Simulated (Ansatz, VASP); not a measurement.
## MgO: VASP beside Ansatz

```
CELL_PARAMETERS angstrom
3.18957 0.00000 0.00000
-1.59479 2.76225 0.00000
0.00000 0.00000 5.21855
ATOMIC_POSITIONS crystal
Mg 0.33333 0.66667 0.99852
Mg 0.66667 0.33333 0.49852
O 0.33333 0.66667 0.37648
O 0.66667 0.33333 0.87648
```

Change from the starting cell: epitaxial_xy strain -3.0%.

Alike in both runs: task single point; functional PBE; k mesh 12 × 12 × 6; occupations fermi-dirac, width 0.02 eV; no spin polarisation.

```csv
,VASP,Ansatz
version,VASP 6.6.1,Ansatz 0.2.0
potentials or method,"VASP PAW PBE potentials, release 64 (Mg, O)","plane waves, PAW"
plane-wave cutoff (eV),520,420
valence electrons in the cell,16,32
```

Ansatz gave:

```
gap on the k mesh at the Fermi level (eV)                     : 3.93
pressure (GPa)                                                : 8.2
traceless stress, the component that is largest in VASP (GPa) : -4.10
rms of the force components (eV/Å)                            : 0.005
```

What did VASP give for the same quantities?

gap on the k mesh at the Fermi level (eV): 3.92; pressure (GPa): 7.8; traceless stress, the component that is largest in VASP (GPa): -4.15; rms of the force components (eV/Å): 0.006.

Atom by atom the forces differ by 0.001 eV/Å (rms over components). The functional is the same, so the differences come from potentials, cutoffs and numerics. VASP's potentials hold 16 valence electrons a cell and Ansatz's 32, so a difference there can come from the potentials and not from the codes.
